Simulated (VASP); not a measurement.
Si:

```xyz
2
Lattice="-2.3714 2.3714 1.3293 2.3714 -2.3714 1.3293 2.3714 2.3714 -1.3293" Properties=species:S:1:pos:R:3 pbc="T T T"
Si    0.1470    0.0149    1.2993
Si    2.3852   -0.0847    0.6750
```

This cell differs from its parent crystal: atoms moved at random.

Base run:

| Property | Result |
| --- | --- |
| Program | VASP 6.6.1 |
| Functional | RPBE |
| Potentials or basis | VASP PAW PBE potentials, release 64 (Si) |
| Cutoff | 520 eV |
| k mesh | 11 × 11 × 11 |
| Occupations | gaussian, width 0.05 eV |
| Spin | no spin polarisation |

Its results: band gap on the k mesh zero (bands 4 and 5 overlap by 5.92 eV); pressure 6.2 GPa; largest force 1.154 eV/Å.

Task: The run is repeated on the same cell with these changes: functional from RPBE to LDA; potentials or basis from VASP PAW PBE potentials, release 64 (Si) to VASP PAW LDA potentials, release 64 (Si). What comes out?

Result: Band gap on the k mesh zero (bands 4 and 5 overlap by 5.86 eV); pressure 1.0 GPa; largest force 1.055 eV/Å.

Caveats: the cell stands under pressure (at least some runs); the PAW data sets were made with another functional, which shifts forces and pressure a little (at least some runs); forces of over 1 eV/Å act on the atoms, so gaps and moduli don't describe the material at rest (at least some runs).
